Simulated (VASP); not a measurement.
Here is a VASP 6.6.1 calculation.

INCAR

```
PREC = Accurate
ENCUT = 600
EDIFF = 1E-8
ISMEAR = 0
SIGMA = 0.01
LREAL = False
LASPH = True
NELM = 60
ALGO = Normal
ISIF = 3
LWAVE = False
LCHARG = False
GGA = PE
NBANDS = 11
IBRION = 6
NFREE = 2
POTIM = 0.015
NSW = 1
```

The input KPOINTS:

```
regular mesh
0
Gamma
  8 8 8
```

The input POSCAR:

```
SiC
1.0
    0.0000000000      2.1893000000      2.1893000000
    2.1893000000      0.0000000000      2.1893000000
    2.1893000000      2.1893000000      0.0000000000
Si C
1 1
Direct
    0.0000000000      0.0000000000      0.0000000000
    0.2500000000      0.2500000000      0.2500000000
```

Potentials or basis: VASP PAW PBE potentials, release 64 (Si, C).

The run is started by

```bash
$ cat potpaw_PBE.64/Si/POTCAR potpaw_PBE.64/C/POTCAR > POTCAR
$ mpirun -np 1 vasp_std > vasp.out
```

Predict the elastic constants C11, C12, C44.

383, 127, 241 GPa.

What does it give for the Voigt bulk modulus?

212 GPa.

Predict the highest phonon frequency at Γ, LO-TO splitting left out.

775 cm⁻¹.

Elastic tensor in Voigt notation (GPa, in the Cartesian axes of the cell as first typed):
```
383 127 127   0   0   0
127 383 127   0   0   0
127 127 383   0   0   0
  0   0   0 241   0   0
  0   0   0   0 241   0
  0   0   0   0   0 241
```
